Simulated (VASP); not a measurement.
# SrCl2 (I4/mmm) in VASP: further runs, part 2 of 2

VASP 6.6.1. Earlier steps stand in the parts before.

**3. Single point, PBE (strain +0.0150 x Voigt [0, 1, 0, 0, 0, 0])**

INCAR reads:

```
PREC = Accurate ; ENCUT = 520
EDIFF = 1E-6 ; ISMEAR = 0
SIGMA = 0.05 ; LREAL = F
LASPH = T ; NELM = 80
ALGO = Normal ; ISIF = 2
LWAVE = F ; LCHARG = T
GGA = PE ; LELF = T
LVHAR = T ; NBANDS = 19
```

KPOINTS reads:

```
regular mesh
0
Gamma
  6 6 6
```

POSCAR reads:

```
SrCl2
1.0
    0.0000000000      3.5377825000      3.4855000000
    3.4855000000      0.0000000000      3.4855000000
    3.4855000000      3.5377825000      0.0000000000
Sr Cl
1 2
Direct
    0.0000000000      0.0000000000      0.0000000000
    0.2500000000      0.2500000000      0.2500000000
    0.7500000000      0.7500000000      0.7500000000
```

Potentials or basis: VASP PAW PBE potentials, release 64 (Sr_sv, Cl).

Launch:

```
> cat potpaw_PBE.64/Sr_sv/POTCAR potpaw_PBE.64/Cl/POTCAR > POTCAR
> mpirun -np 1 vasp_std > vasp.out
```

OUTCAR:

```text
PREC = Accurate
   ENCUT = 520
   EDIFF = 1E-6
   ISMEAR = 0
   LREAL = F
   LASPH = T
   NELM = 80
   ISIF = 2
   GGA = PE

 ion  position               nearest neighbor table
   1  0.000  0.000  0.000-   3 3.03   3 3.03   2 3.03   2 3.03   3 3.03   3 3.03   2 3.03   2 3.03

   2  0.250  0.250  0.250-   1 3.03   1 3.03   1 3.03   1 3.03
   3  0.750  0.750  0.750-   1 3.03   1 3.03   1 3.03   1 3.03

  LATTYP: Found a body centered tetragonal cell.
 ALAT       =     4.9292413717
 C/A-ratio  =     1.4354267658

  Lattice vectors:

 A1 = (   0.0000000000,  -3.5377825000,   3.4855000000)
 A2 = (   0.0000000000,  -3.5377825000,  -3.4855000000)
 A3 = (   3.4855000000,   3.5377825000,   0.0000000000)

Analysis of symmetry for initial positions (statically):
=====================================================================
 Subroutine PRICEL returns:
 Original cell was already a primitive cell.

 Routine SETGRP: Setting up the symmetry group for a
 body centered tetragonal supercell.

 Subroutine GETGRP returns: Found 16 space group operations
[... 160 lines left out ...]
 Free energy of the ion-electron system (eV)
  ---------------------------------------------------
  ext. energy  EPLUGINS =         0.00000000
  ---------------------------------------------------
  free energy    TOTEN  =       -12.78625435 eV

  energy without entropy =      -12.78625435  energy(sigma->0) =      -12.78625435

 E-fermi :   0.3889     XC(G=0):  -8.2295

 val. band max:        0.1027602912   @ k =   0.5000   0.5000   0.0000
 cond. band min:       5.3550659046   @ k =   0.0000   0.0000   0.0000
 fundamental gap:      5.2523056134
 Fermi energy:         0.3888747963

 k-point     1 :       0.0000    0.0000    0.0000
  band No.  band energies     occupation
      1     -32.8571      2.00000
      2     -14.8448      2.00000
      3     -14.8448      2.00000
      4     -14.8404      2.00000
      5     -13.1949      2.00000
      6     -12.3690      2.00000
[... 505 lines left out ...]
      6     -12.5093      2.00000
[... 11 lines left out ...]
     18       9.5536      0.00000
     19      10.0165      0.00000

 [... further k-points ...]
[... 5 lines left out ...]
  --------------------------------------------------------------------------------------
  -------------------------------------------------------------------------------------
  Total        0.4613584      0.0598368      0.4613584     -0.0000000     -0.0000000      0.0000000
  in kB        8.5991932      1.1152894      8.5991932     -0.0000000     -0.0000000      0.0000000
  external PRESSURE =       6.1045586 kB  Pullay stress =       0.0000000 kB

 VOLUME and BASIS-vectors are now :
 -----------------------------------------------------------------------------
  energy-cutoff  :      520.00
  volume of cell :       85.96
      direct lattice vectors                 reciprocal lattice vectors
     0.000000000  3.537782500  3.485500000    -0.143451442  0.141331470  0.143451442
     3.485500000  0.000000000  3.485500000     0.143451442 -0.141331470  0.143451442
     3.485500000  3.537782500  0.000000000     0.143451442  0.141331470 -0.143451442

 POSITION                                       TOTAL-FORCE (eV/Angst)
 -----------------------------------------------------------------------------------
      0.00000      0.00000      0.00000         0.000000      0.000000     -0.000000
      1.74275      1.76889      1.74275         0.000000      0.000000     -0.000000
      5.22825      5.30667      5.22825        -0.000000     -0.000000      0.000000
 -----------------------------------------------------------------------------------
    total drift:                               -0.000000     -0.000000      0.000000

  FREE ENERGIE OF THE ION-ELECTRON SYSTEM (eV)
  ---------------------------------------------------
  free  energy   TOTEN  =       -12.7862543470 eV

  energy  without entropy=      -12.7862543470  energy(sigma->0) =      -12.78625435
```

OSZICAR:

```text
N       E                     dE             d eps       ncg     rms          rms(c)
DAV:   1     0.140794105919E+03    0.14079E+03   -0.11359E+04  1140   0.113E+03
DAV:   2    -0.405428560042E+01   -0.14485E+03   -0.14117E+03  1507   0.220E+02
DAV:   3    -0.127742555466E+02   -0.87200E+01   -0.86916E+01  1554   0.548E+01
DAV:   4    -0.130649649194E+02   -0.29071E+00   -0.29029E+00  1830   0.825E+00
DAV:   5    -0.130677551228E+02   -0.27902E-02   -0.27901E-02  1578   0.795E-01    0.126E+01
DAV:   6    -0.127678542056E+02    0.29990E+00   -0.60617E-01  1327   0.434E+00    0.809E+00
DAV:   7    -0.127771838163E+02   -0.93296E-02   -0.36262E-01  1544   0.360E+00    0.215E+00
DAV:   8    -0.127837725995E+02   -0.65888E-02   -0.54058E-02  1298   0.128E+00    0.399E-01
DAV:   9    -0.127847868102E+02   -0.10142E-02   -0.20745E-03  1464   0.267E-01    0.143E-01
DAV:  10    -0.127861328389E+02   -0.13460E-02   -0.95302E-04  1226   0.180E-01    0.347E-02
DAV:  11    -0.127862316402E+02   -0.98801E-04   -0.66196E-05  1488   0.460E-02    0.420E-02
DAV:  12    -0.127862529824E+02   -0.21342E-04   -0.22332E-05  1243   0.240E-02    0.482E-03
DAV:  13    -0.127862543575E+02   -0.13752E-05   -0.15619E-06  1425   0.696E-03    0.452E-03
DAV:  14    -0.127862543470E+02    0.10512E-07   -0.39851E-07   988   0.416E-03
   1 F= -.12786254E+02 E0= -.12786254E+02  d E =-.157098E-17
```

Run time: 90 s. Hardware: 1 thread of Intel Xeon 8259CL, shared host; peak memory 0.25 GiB.

What came out:

```
Free energy            : -12.7863 eV
Pressure               : 0.6 GPa
Band gap on the k mesh : 5.25 eV (least direct gap 5.48 eV)
```

Stress tensor (GPa, compression positive):
```
0.86 0.00 0.00
0.00 0.11 0.00
0.00 0.00 0.86
```

Caveat: the cell differs from its parent crystal (strain +0.0150 x Voigt [0, 1, 0, 0, 0, 0]).

**4. Single point, PBE (strain +0.0200 x Voigt [0, 1, 0, 0, 0, 0])**

INCAR reads:

```
ALGO = Normal
EDIFF = 1E-6
ENCUT = 520
GGA = PE
ISIF = 2
ISMEAR = 0
LASPH = T
LCHARG = F
LREAL = F
LWAVE = F
NBANDS = 19
NELM = 60
PREC = Accurate
SIGMA = 0.05
```

KPOINTS reads:

```
k-points
0
Gamma
  6 6 6
```

POSCAR reads:

```
SrCl2
1.0
    0.0000000000      3.5552100000      3.4855000000
    3.4855000000      0.0000000000      3.4855000000
    3.4855000000      3.5552100000      0.0000000000
Sr Cl
1 2
Direct
    0.0000000000      0.0000000000      0.0000000000
    0.2500000000      0.2500000000      0.2500000000
    0.7500000000      0.7500000000      0.7500000000
```

Launch:

```
> cat potpaw_PBE.64/Sr_sv/POTCAR potpaw_PBE.64/Cl/POTCAR > POTCAR
> mpirun -np 1 vasp_std > vasp.out
```

It took 100 s on 1 thread of Intel Xeon 8259CL, shared host; peak memory 0.25 GiB.

It converged, with:

| Quantity | Value |
| --- | --- |
| Free energy | -12.7862 eV |
| Pressure | 0.4 GPa |
| Band gap on the k mesh | 5.22 eV (least direct gap 5.47 eV) |

Stress tensor (GPa, compression positive):
```
 0.76  0.00  0.00
 0.00 -0.22  0.00
 0.00  0.00  0.76
```

Levels at points of the mesh, in eV from the valence-band top:
| k point | band 9 | band 10 | band 11 | band 12 | band 13 | band 14 | band 15 | band 16 |
| --- | --- | --- | --- | --- | --- | --- | --- | --- |
| (0.00, 0.00, 0.00) | -2.07 | -0.47 | -0.32 | -0.32 | 5.22 | 6.01 | 6.12 | 8.91 |
| (0.50, 0.00, 0.00) | -1.50 | -1.33 | -1.07 | -1.06 | 6.64 | 6.67 | 7.40 | 7.80 |
| (0.50, 0.50, 0.00) | -1.84 | -0.53 | -0.36 | 0.00 | 5.47 | 7.00 | 7.52 | 7.92 |
| (0.50, 0.00, 0.50) | -1.88 | -0.40 | -0.40 | -0.12 | 5.47 | 6.85 | 7.52 | 7.84 |

Caveat: the cell differs from its parent crystal (strain +0.0200 x Voigt [0, 1, 0, 0, 0, 0]). A k mesh can miss the band edges.

**5. Single point, PBE (strain +0.0100 x Voigt [0, 1, 0, 0, 0, 0])**

INCAR reads:

```
ALGO     = Normal         # electronic algorithm
EDIFF    = 1E-7           # SCF threshold, eV
ENCUT    = 520            # plane-wave cutoff, eV
GGA      = PE             # functional
ISIF     = 2              # what is computed and relaxed
ISMEAR   = 0              # smearing method
LASPH    = T              # aspherical terms in the spheres
LCHARG   = F              # write CHGCAR
LREAL    = F              # projectors in reciprocal space
LWAVE    = F              # write WAVECAR
NBANDS   = 19             # bands
NELM     = 80             # most SCF steps
PREC     = Accurate       # precision mode
SIGMA    = 0.05           # smearing width, eV
```

KPOINTS is that of step 4.

POSCAR reads:

```
SrCl2
1.0
    0.0000000000      3.5203550000      3.4855000000
    3.4855000000      0.0000000000      3.4855000000
    3.4855000000      3.5203550000      0.0000000000
Sr Cl
1 2
Direct
    0.0000000000      0.0000000000      0.0000000000
    0.2500000000      0.2500000000      0.2500000000
    0.7500000000      0.7500000000      0.7500000000
```

Launch:

```
> cat potpaw_PBE.64/Sr_sv/POTCAR potpaw_PBE.64/Cl/POTCAR > POTCAR
> mpirun -np 1 vasp_std > vasp.out
```

Run time: 94 s. Hardware: 1 thread of Intel Xeon 8259CL, shared host; peak memory 0.25 GiB.

The run converged. Its results:

- Free energy: -12.7854 eV
- Pressure: 0.8 GPa
- Band gap on the k mesh: 5.29 eV (least direct gap 5.49 eV)

Stress tensor (GPa, compression positive):
```
0.96 0.00 0.00
0.00 0.46 0.00
0.00 0.00 0.96
```

Levels at points of the mesh, in eV from the valence-band top:
```
           k point  band 8  band 9  band 10  band 11  band 12  band 13  band 14  band 15  band 16  band 17
(0.00, 0.00, 0.00)   -2.13   -2.10    -0.40    -0.33    -0.33     5.29     6.05     6.11     8.97     9.02
(0.50, 0.00, 0.00)   -1.56   -1.50    -1.32    -1.06    -1.05     6.68     6.69     7.46     7.84     8.56
(0.50, 0.50, 0.00)   -1.90   -1.86    -0.47    -0.38     0.00     5.49     7.02     7.56     7.97     7.99
(0.50, 0.00, 0.50)   -1.88   -1.88    -0.40    -0.40    -0.06     5.49     6.95     7.56     7.93     7.93
```

Caveat: the cell differs from its parent crystal (strain +0.0100 x Voigt [0, 1, 0, 0, 0, 0]). A k mesh can miss the band edges.

**6. Single point, PBE (strain +0.0175 x Voigt [0, 1, 0, 0, 0, 0])**

INCAR reads:

```
PREC = Accurate
ENCUT = 520
EDIFF = 1E-6
ISMEAR = 0
SIGMA = 0.05
LREAL = F
LASPH = T
NELM = 100
ALGO = Normal
ISIF = 2
LWAVE = F
LCHARG = F
GGA = PE
NBANDS = 19
```

KPOINTS reads:

```
regular mesh
0
Gamma
  6 6 6
```

POSCAR reads:

```
SrCl2
1.0
    0.0000000000      3.5464962500      3.4855000000
    3.4855000000      0.0000000000      3.4855000000
    3.4855000000      3.5464962500      0.0000000000
Sr Cl
1 2
Direct
    0.0000000000      0.0000000000      0.0000000000
    0.2500000000      0.2500000000      0.2500000000
    0.7500000000      0.7500000000      0.7500000000
```

Potentials or basis: VASP PAW PBE potentials, release 64 (Sr_sv, Cl).

Launch:

```
> cat potpaw_PBE.64/Sr_sv/POTCAR potpaw_PBE.64/Cl/POTCAR > POTCAR
> mpirun -np 1 vasp_std > vasp.out
```

Run time: 83 s. Hardware: 1 thread of Intel Xeon 8259CL, shared host; peak memory 0.25 GiB.

It converged, with:

| Quantity | Value |
| --- | --- |
| Free energy | -12.7864 eV |
| Pressure | 0.5 GPa |
| Band gap on the k mesh | 5.24 eV (least direct gap 5.47 eV) |

Stress tensor (GPa, compression positive):
```
 0.81  0.00  0.00
 0.00 -0.06  0.00
 0.00  0.00  0.81
```

Levels at points of the mesh, in eV from the valence-band top:
```csv
k point,band 8,band 9,band 10,band 11,band 12,band 13,band 14,band 15,band 16,band 17
"(0.00, 0.00, 0.00)",-2.13,-2.08,-0.45,-0.32,-0.32,5.24,6.02,6.12,8.93,9.00
"(0.50, 0.00, 0.00)",-1.55,-1.50,-1.33,-1.07,-1.06,6.65,6.68,7.41,7.81,8.51
"(0.50, 0.50, 0.00)",-1.91,-1.85,-0.51,-0.37,0.00,5.47,7.00,7.53,7.93,7.97
"(0.50, 0.00, 0.50)",-1.88,-1.88,-0.40,-0.40,-0.10,5.47,6.88,7.53,7.86,7.86
```

Caveat: the cell differs from its parent crystal (strain +0.0175 x Voigt [0, 1, 0, 0, 0, 0]). A k mesh can miss the band edges.

**7. The runs side by side**

```tsv
cell	gap on the mesh (eV)	pressure (GPa)
a = 4.942, b = 4.929 Å, angles 60.1, 59.8, 60.1°, 3 atoms	5.32	1.0
a = 4.966, b = 4.929 Å, angles 60.2, 59.5, 60.2°, 3 atoms	5.25	0.6
a = 4.979, b = 4.929 Å, angles 60.3, 59.3, 60.3°, 3 atoms	5.22	0.4
a = 4.954, b = 4.929 Å, angles 60.2, 59.7, 60.2°, 3 atoms	5.29	0.8
a = 4.973, b = 4.929 Å, angles 60.3, 59.4, 60.3°, 3 atoms	5.24	0.5
```

Alike in all rows: task single point; level PBE; potentials or basis VASP PAW PBE potentials, release 64 (Sr_sv, Cl); no spin polarisation; k mesh 6 × 6 × 6; cutoff (eV) 520; smearing gaussian 0.05 eV.

Total energies depend on the potentials used, so only differences within one code and one set of settings carry meaning.
